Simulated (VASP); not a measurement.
A run of VASP 6.6.1 is set up as follows.

Contents of INCAR:

```
SYSTEM = Bi
PREC = Accurate ; ENCUT = 500
EDIFF = 1E-6 ; ISMEAR = 1
SIGMA = 0.05 ; LREAL = .FALSE.
LASPH = .TRUE. ; NELM = 120
ALGO = Normal ; ISIF = 2
LWAVE = .FALSE. ; LCHARG = .FALSE.
GGA = PS ; NBANDS = 38
GGA_COMPAT = .FALSE.
```

Contents of KPOINTS:

```
Automatic mesh
0
G
  7 7 7
  0 0 0
```

POSCAR

```
Bi
1.0
   -4.4497480000      4.4497480000      2.0656320000
    4.4497480000     -4.4497480000      2.0656320000
    4.4497480000      4.4497480000     -2.0656320000
Bi
4
Direct
    0.3543445000      0.8543445000      0.2086890000
    0.8543445000      0.6456555000      0.5000000000
    0.6456555000      0.1456555000      0.7913110000
    0.1456555000      0.3543445000      0.5000000000
```

Potentials or basis: VASP PAW PBE potentials, release 64 (Bi_d).

The run is started by

```sh
$ cat potpaw_PBE.64/Bi_d/POTCAR > POTCAR
$ mpirun -np 1 vasp_std > vasp.out
```

(1) Estimate the band gap on the k mesh.

(2) What does it give for the largest force?

Answers

(1) zero (bands 30 and 31 overlap by 1.44 eV).

(2) 0.125 eV/Å.

Caveat: the PAW data sets were made with another functional, which shifts forces and pressure a little; spin-orbit coupling is left out, which moves the levels of the heavy elements.
